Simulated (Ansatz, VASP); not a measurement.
**One calculation of NiSb, two programs**

The input POSCAR:

```
NiSb
1.0
    3.9296697660      0.0000000000      0.0000000000
   -1.9648348830      3.4031938458      0.0000000000
    0.0000000000      0.0000000000      5.1161871700
Ni Sb
2 2
Direct
    0.0000000000      0.0000000000      0.0000000000
    0.0000000000      0.0000000000      0.5000000000
    0.3333333333      0.6666666667      0.2500000000
    0.6666666667      0.3333333333      0.7500000000
```

Contents of INCAR.step1:

```
PREC = Accurate
ENCUT = 520
ISMEAR = -1
SIGMA = 0.08
LREAL = F
LASPH = T
NELM = 100
NBANDS = 23
GGA = PE
ALGO = Normal
EDIFF = 1E-4
LWAVE = T
LCHARG = F
```

Contents of INCAR.step2:

```
PREC = Accurate
ENCUT = 520
EDIFF = 1E-8
ISMEAR = -1
SIGMA = 0.08
LREAL = F
LASPH = T
NELM = 100
ALGO = Normal
ISIF = 2
LWAVE = F
LCHARG = F
METAGGA = R2SCAN
LMIXTAU = T
LEFG = T
NBANDS = 23
ISTART = 1
```

Contents of KPOINTS:

```
regular mesh
0
Gamma
  10 10 7
```

Input for Ansatz:

```yaml
crystal:
  lattice:
    - [3.929669766, 0.0, 0.0]
    - [-1.964834883, 3.4031938458, 0.0]
    - [0.0, 0.0, 5.11618717]
  atoms:
    - { symbol: Ni, position: [0.0, 0.0, 0.0] }
    - { symbol: Ni, position: [0.0, 0.0, 0.5] }
    - { symbol: Sb, position: [0.3333333333, 0.6666666667, 0.25] }
    - { symbol: Sb, position: [0.6666666667, 0.3333333333, 0.75] }
kpoints:
  mp_grid: { grid: [10, 10, 7] }
  band_path:
    path:
      - [0.0, 0.0, 0.0]
      - [0.5, 0.0, 0.0]
      - [0.3333333333, 0.3333333333, 0.0]
      - [0.0, 0.0, 0.0]
      - [0.0, 0.0, 0.5]
      - [0.5, 0.0, 0.5]
      - [0.3333333333, 0.3333333333, 0.5]
      - [0.0, 0.0, 0.5]
      - [0.5, 0.0, 0.5]
    npoints: 14
scf:
  occupations: { method: fermi_dirac, width: 0.08 }
hamiltonian:
  xc: r2scan
  pseudopotentials: { kind: paw }
output:
  forces: true
  stress: true
  eigenvalues: true
  efg: { contact_densities: true }
  populations: true
  bader: true
  dos: { projected: true, de: 0.2, e_range: [-14, 8] }
  write_density: true
  write_potential: true
  elf: true
  volumetric_format: npy
```

Alike in both runs: task electric field gradients; functional r2SCAN; k mesh 10 × 10 × 7; occupations fermi-dirac, width 0.08 eV; no spin polarisation.

|  | VASP | Ansatz |
| --- | --- | --- |
| version | VASP 6.6.1 | Ansatz 0.2.0 |
| potentials or method | VASP PAW PBE potentials, release 64 (Ni, Sb) | PAW with Ansatz's default frozen-core files, scalar-relativistic |
| plane-wave cutoff (eV) | 520 | 500 |
| valence electrons in the cell | 30 | 66 |

Ansatz gave:

```
pressure (GPa)                                                : 0.3
traceless stress, the component that is largest in VASP (GPa) : -0.02
size of Vzz on the site where it differs most (V/Å²)          : 29.5
```

Problem. What did VASP give for the same quantities?

Solution. Pressure (GPa): 0.3; traceless stress, the component that is largest in VASP (GPa): 0.07; size of Vzz on the site where it differs most (V/Å²): 23.5.

VASP's potentials were made for PBE, not for r2SCAN. VASP's potentials hold 30 valence electrons a cell and Ansatz's 66, so a difference there can come from the potentials and not from the codes.

Neither program's run includes spin-orbit coupling.
